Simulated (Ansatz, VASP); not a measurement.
## Two plane-wave programs on SnSe2

```xyz
3
Lattice="3.5937 0.0000 0.0000 -1.7969 3.1123 0.0000 0.0000 0.0000 6.9398" Properties=species:S:1:pos:R:3 pbc="T T T"
Sn    0.0000    0.0000    0.0000
Se    0.0000    2.0748    1.7910
Se    1.7969    1.0374    5.1489
```

Alike in both runs: task single point; functional PBEsol; k mesh 12 × 12 × 6; occupations gaussian, width 0.05 eV; no spin polarisation.

|  | VASP | Ansatz |
| --- | --- | --- |
| version | VASP 6.6.1 | Ansatz 0.2.0 |
| potentials or method | VASP PAW PBE potentials, release 64 (Sn_d, Se), cutoff 520 eV | scalar-relativistic, plane waves, PAW |
| valence electrons in the cell | 26 | 46 |

Ansatz gave:

```
gap on the k mesh at the Fermi level (eV)                     : none
pressure (GPa)                                                : 0.4
traceless stress, the component that is largest in VASP (GPa) : -9.63
rms of the force components (eV/Å)                            : 0.527
```

Question: What did VASP give for the same quantities?

Answer: gap on the k mesh at the Fermi level (eV): none; pressure (GPa): 0.5; traceless stress, the component that is largest in VASP (GPa): -9.59; rms of the force components (eV/Å): 0.517.

VASP's potentials were made for PBE, not for PBEsol. Atom by atom the forces differ by 0.010 eV/Å (rms over components). A gap of «none» marks a metal or a gap that the smearing closes. VASP's potentials hold 26 valence electrons a cell and Ansatz's 46, so a difference there can come from the potentials and not from the codes.
